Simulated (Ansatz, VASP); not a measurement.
**Al9H: VASP beside Ansatz**

```
CELL_PARAMETERS angstrom
5.70709 0.00000 0.00000
-1.42677 9.70148 0.00000
0.00000 0.00000 22.79037
ATOMIC_POSITIONS crystal
Al 0.26622 0.06489 0.17551
Al 0.76622 0.06489 0.17551
Al 0.33548 0.34192 0.21920
Al 0.83548 0.34192 0.21920
Al 0.14933 0.59733 0.22794
Al 0.64933 0.59733 0.22794
Al 0.46318 0.85274 0.23668
Al 0.96318 0.85274 0.23668
Al 0.03198 0.12771 0.28083
Al 0.53198 0.12771 0.28083
Al 0.09979 0.40422 0.33011
Al 0.59979 0.40422 0.33011
Al 0.41440 0.65967 0.33698
Al 0.91440 0.65967 0.33698
Al 0.22631 0.91108 0.34493
Al 0.72631 0.91108 0.34493
Al 0.29624 0.18141 0.38571
Al 0.79624 0.18141 0.38571
H 0.24414 0.91108 0.40545
H 0.70848 0.91108 0.40545
```

Alike in both runs: task single point; functional PBE; k mesh 5 × 3 × 1; occupations gaussian, width 0.1 eV; no spin polarisation.

```csv
,VASP,Ansatz
version,VASP 6.6.1,Ansatz 0.2.0
potentials or method,"VASP PAW PBE potentials, release 64 (Al, H), cutoff 520 eV","scalar-relativistic, plane waves, PAW"
valence electrons in the cell,56,56
```

|  | VASP | Ansatz | Ansatz less VASP |
| --- | --- | --- | --- |
| gap on the k mesh at the Fermi level (eV) | none | none | - |
| rms of the force components (eV/Å) | 1.156 | 1.159 | +0.0023 |

Atom by atom the forces differ by 0.003 eV/Å (rms over components). A gap of «none» marks a metal or a gap that the smearing closes.
